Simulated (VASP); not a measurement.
The system is BN (Qingsongite).

```
B N
1.0
     0.00000    1.80750    1.80750
     1.80750    0.00000    1.80750
     1.80750    1.80750    0.00000
B N
1 1
Cartesian
  0.0000 0.0000 0.0000
  0.9038 0.9038 0.9038
```

* Program: VASP 6.6.1
* Task: relaxation of cell and atoms
* Functional: LDA
* Potentials or basis: VASP PAW LDA potentials, release 64 (B, N)
* Cutoff: 600 eV
* k mesh: 10 × 10 × 10
* Occupations: gaussian, width 0.01 eV
* Spin: no spin polarisation

At the start: pressure -10.3 GPa; volume 5.91 Å³/atom.

How do energy, volume and symmetry change on relaxing?

Over 3 steps the energy falls by 5.2 meV/atom and the volume is 5.75 Å³/atom (-2.7 %); space group F-43m (No. 216, to 0.05 Å).

Step by step:
| step | energy change (eV) | largest force (eV/Å) | pressure (GPa) | volume (Å³) |
| --- | --- | --- | --- | --- |
| 1 | 0.0000 | 0.0000 | -10.33 | 11.81 |
| 2 | 0.0016 | 0.0000 | 12.10 | 11.17 |
| 3 | -0.0104 | 0.0000 | -0.06 | 11.50 |

Final structure:
```
B N
1.0
     0.00000    1.79138    1.79138
     1.79138    0.00000    1.79138
     1.79138    1.79138    0.00000
B N
1 1
Direct
  0.00000 0.00000 0.00000
  0.25000 0.25000 0.25000
```
